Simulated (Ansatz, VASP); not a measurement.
One calculation of NaCl, two programs

File INCAR:

```
PREC = Accurate
ENCUT = 520
EDIFF = 1E-6
ISMEAR = 0
SIGMA = 0.02
LREAL = False
LASPH = True
NELM = 100
ALGO = Normal
ISIF = 2
LWAVE = False
LCHARG = True
GGA = PS
LELF = True
LVHAR = True
NBANDS = 14
```

File KPOINTS:

```
Automatic mesh
0
Gamma
  8 8 8
```

File POSCAR:

```
NaCl
1.0
    0.0000000000      2.8009524298      2.8009524298
    2.8009524298      0.0000000000      2.8009524298
    2.8009524298      2.8009524298      0.0000000000
Na Cl
1 1
Direct
    0.0000000000      0.0000000000      0.0000000000
    0.5000000000      0.5000000000      0.5000000000
```

Input for Ansatz:

```yaml
crystal:
  lattice:
    - [0.0, 2.8009524433, 2.8009524433]
    - [2.8009524433, 0.0, 2.8009524433]
    - [2.8009524433, 2.8009524433, 0.0]
  atoms:
    - { symbol: Na, position: [0.0, 0.0, 0.0] }
    - { symbol: Cl, position: [0.5, 0.5, 0.5] }
basis:
  ecutwfc: 420
kpoints:
  mp_grid: { grid: [8, 8, 8] }
  band_path:
    path:
      - [[0.0, 0.0, 0.0], [0.5, 0.0, 0.5], [0.625, 0.25, 0.625]]
      - [[0.375, 0.375, 0.75], [0.0, 0.0, 0.0], [0.5, 0.5, 0.5], [0.5, 0.25, 0.75], [0.5, 0.0, 0.5]]
    npoints: 14
hamiltonian:
  xc: pbesol
scf:
  occupations: { method: gaussian, width: 0.02 }
  n_extra_bands: 6
output:
  forces: true
  stress: true
  eigenvalues: true
  populations: true
  dos: { projected: true, de: 0.02, nscf_kmesh: { grid: [12, 12, 12] } }
  bader: true
```

Alike in both runs: task single point; functional PBEsol; k mesh 8 × 8 × 8; occupations gaussian, width 0.02 eV; no spin polarisation.

```csv
,VASP,Ansatz
version,VASP 6.6.1,Ansatz 0.2.0
potentials or method,"VASP PAW PBE potentials, release 64 (Na_pv, Cl), cutoff 520 eV","scalar-relativistic, plane waves, PAW"
valence electrons in the cell,14,16
```

|  | VASP | Ansatz | Ansatz less VASP |
| --- | --- | --- | --- |
| gap on the k mesh at the Fermi level (eV) | 5.01 | 5.01 | +0.004 |
| least direct gap on the mesh (eV) | 5.01 | 5.01 | +0.004 |
| pressure (GPa) | 0.0 | 0.0 | -0.02 |

VASP's potentials were made for PBE, not for PBEsol. VASP's potentials hold 14 valence electrons a cell and Ansatz's 16, so a difference there can come from the potentials and not from the codes.
